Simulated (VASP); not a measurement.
## In: relaxation of cell and atoms with PBE

The system is In.

```xyz
8
Lattice="8.4941 0.0000 0.0000 -4.2470 7.3561 0.0000 0.0000 0.0000 3.8710" Properties=species:S:1:pos:R:3 pbc="T T T"
In    6.0733    1.3977    1.9355
In    4.2470    4.5608    1.9355
In    2.4208    1.3977    1.9355
In   -1.8262    5.9584    1.9355
In    0.0000    2.7953    1.9355
In    1.8262    5.9584    1.9355
In    0.0000    4.9041    0.0000
In    4.2470    2.4520    0.0000
```

The cell was generated, and may not be a known phase.

- Program: VASP 6.6.1
- Task: relaxation of cell and atoms
- Functional: PBE
- Potentials or basis: VASP PAW PBE potentials, release 64 (In_d)
- Cutoff: 600 eV
- k mesh: 3 × 3 × 4
- Occupations: gaussian, width 0.1 eV
- Spin: no spin polarisation
- Dipole correction: no
- Further INCAR settings: ALGO = Fast; EDIFF = 1e-06; IBRION = 2; EDIFFG = -0.04; NSW = 90; ISIF = 3

| Property | Result |
| --- | --- |
| Relaxed volume | 34.28 Å³/atom |
| Relaxed cell | a = 9.230 Å, b = 9.230 Å, c = 3.717 Å, α = 90.00°, β = 90.00°, γ = 120.00° |
| Space group after relaxing (to 0.1 Å) | P6/mmm (No. 191) |
| Energy gained by relaxing | 80.8 meV/atom |
| Ionic steps | 15 |
| Pressure after relaxing | 0.0 GPa |
| Largest force after relaxing | 0.038 eV/Å |
| Band gap on the k mesh | zero (bands 52 and 53 overlap by 1.84 eV) |

Forces on the atoms (eV/Å):
```
In   0.033 -0.019  0.000
In   0.000  0.038  0.000
In  -0.033 -0.019  0.000
In  -0.033  0.019  0.000
In   0.000 -0.038  0.000
In   0.033  0.019  0.000
In   0.000  0.000  0.000
In   0.000  0.000  0.000
```

Stress tensor (GPa, compression positive):
```
-0.05  0.00  0.00
 0.00 -0.05  0.00
 0.00  0.00  0.18
```

The path:
```
step  energy change (eV)  largest force (eV/Å)  pressure (GPa)  volume (Å³)
   1              0.0000                0.1742            5.44       241.87
   2             -0.5813                0.0070           -0.17       279.52
   3             -0.5814                0.0025           -0.14       279.10
   4             -0.5951                0.0326           -0.12       278.37
   5             -0.6062                0.0724           -0.05       277.46
   6             -0.6186                0.1441            0.14       275.53
   7             -0.5822                0.2945            0.65       271.19
   8             -0.6197                0.1611            0.18       275.06
   9             -0.6331                0.1124           -0.18       277.17
  10             -0.6353                0.0932           -0.25       277.97
  11             -0.6345                0.0563           -0.46       279.55
  12             -0.6358                0.0838           -0.29       278.50
  13             -0.6455                0.0406           -0.06       274.78
  14             -0.6465                0.0282            0.28       273.50
  15             -0.6461                0.0382            0.02       274.24
```

Final structure:
```cif
data_structure
_symmetry_space_group_name_H-M 'P 1'
_symmetry_Int_Tables_number 1
_cell_length_a 9.2300
_cell_length_b 9.2300
_cell_length_c 3.7170
_cell_angle_alpha 90.000
_cell_angle_beta 90.000
_cell_angle_gamma 120.000
_cell_volume 274.24
loop_
_atom_site_label
_atom_site_type_symbol
_atom_site_fract_x
_atom_site_fract_y
_atom_site_fract_z
_atom_site_occupancy
In1 In 0.81338 0.18662 0.50000 1
In2 In 0.81338 0.62676 0.50000 1
In3 In 0.37324 0.18662 0.50000 1
In4 In 0.18662 0.81338 0.50000 1
In5 In 0.18662 0.37324 0.50000 1
In6 In 0.62676 0.81338 0.50000 1
In7 In 0.33333 0.66667 0.00000 1
In8 In 0.66667 0.33333 0.00000 1
```

Levels at points of the mesh, in eV from the Fermi level:
```tsv
k point	band 49	band 50	band 51	band 52	band 53	band 54	band 55	band 56
(0.00, 0.00, 0.00)	-0.62	-0.32	0.79	0.83	0.83	1.43	1.43	2.28
(0.00, 0.00, 0.50)	-2.03	-1.49	-1.49	-1.01	-1.01	0.37	0.93	2.06
```

Run time: 94 min on 1 thread of Intel Xeon 8259CL, on a shared host, peak memory 0.48 GiB.

Caveat: the k points lie up to 0.42 Å⁻¹ apart in the final cell, too coarse for converged energies and pressures of a metal; spin-orbit coupling is left out, which moves the levels of the heavy elements.
